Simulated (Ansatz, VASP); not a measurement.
**ZnS in VASP and in Ansatz**

INCAR

```
PREC = Accurate ; ENCUT = 520
EDIFF = 1E-6 ; ISMEAR = 0
SIGMA = 0.05 ; LREAL = False
LASPH = True ; NELM = 60
ALGO = Normal ; ISIF = 2
LWAVE = False ; LCHARG = True
LELF = True ; LVHAR = True
NBANDS = 36
```

Contents of KPOINTS:

```
regular mesh
0
Gamma
  8 8 3
```

The input POSCAR:

```
ZnS
1.0
    2.7046500000     -2.7046500000      0.0000000000
    2.7046500000      0.0000000000     -2.7046500000
    6.7616250000      4.7331375000      4.7331375000
Zn S
3 3
Direct
    0.6354083333      0.6354083333      0.1250333333
   -0.1979250000     -0.1979250000      0.7917000000
    0.2187416667      0.2187416667      0.4583666667
    0.4479083333      0.4479083333      0.8750333333
    0.8645750000      0.8645750000      0.5417000000
    0.2812416667      0.2812416667      0.2083666667
```

Input for Ansatz:

```yaml
crystal:
  lattice:
    - [2.70465, -2.70465, 0.0]
    - [2.70465, 0.0, -2.70465]
    - [6.761625, 4.7331375, 4.7331375]
  atoms:
    - { symbol: Zn, position: [0.6354083333, 0.6354083333, 0.1250333333] }
    - { symbol: Zn, position: [-0.197925, -0.197925, 0.7917] }
    - { symbol: Zn, position: [0.2187416667, 0.2187416667, 0.4583666667] }
    - { symbol: S, position: [0.4479083333, 0.4479083333, 0.8750333333] }
    - { symbol: S, position: [0.864575, 0.864575, 0.5417] }
    - { symbol: S, position: [0.2812416667, 0.2812416667, 0.2083666667] }
basis:
  ecutwfc: 420
kpoints:
  mp_grid: { grid: [8, 8, 3] }
hamiltonian:
  xc: lda
scf:
  occupations: { method: gaussian, width: 0.05 }
output:
  forces: true
  stress: true
  eigenvalues: true
```

Alike in both runs: task single point; functional LDA; k mesh 8 × 8 × 3; occupations gaussian, width 0.05 eV; no spin polarisation.

|  | VASP | Ansatz |
| --- | --- | --- |
| version | VASP 6.6.1 | Ansatz 0.2.0 |
| potentials or method | VASP PAW LDA potentials, release 64 (Zn, S), cutoff 520 eV | scalar-relativistic, plane waves, PAW |
| valence electrons in the cell | 54 | 54 |

```tsv
	VASP	Ansatz	Ansatz less VASP
gap on the k mesh at the Fermi level (eV)	0.92	0.90	-0.024
least direct gap on the mesh (eV)	0.92	0.90	-0.024
pressure (GPa)	-4.8	-5.0	-0.15
traceless stress, the component that is largest in VASP (GPa)	-2.93	-2.92	+0.002
rms of the force components (eV/Å)	0.192	0.192	+0.0007
```

LDA's correlation is that of Perdew and Zunger in VASP and of Perdew and Wang (1992) in Ansatz. Atom by atom the forces differ by 0.004 eV/Å (rms over components).
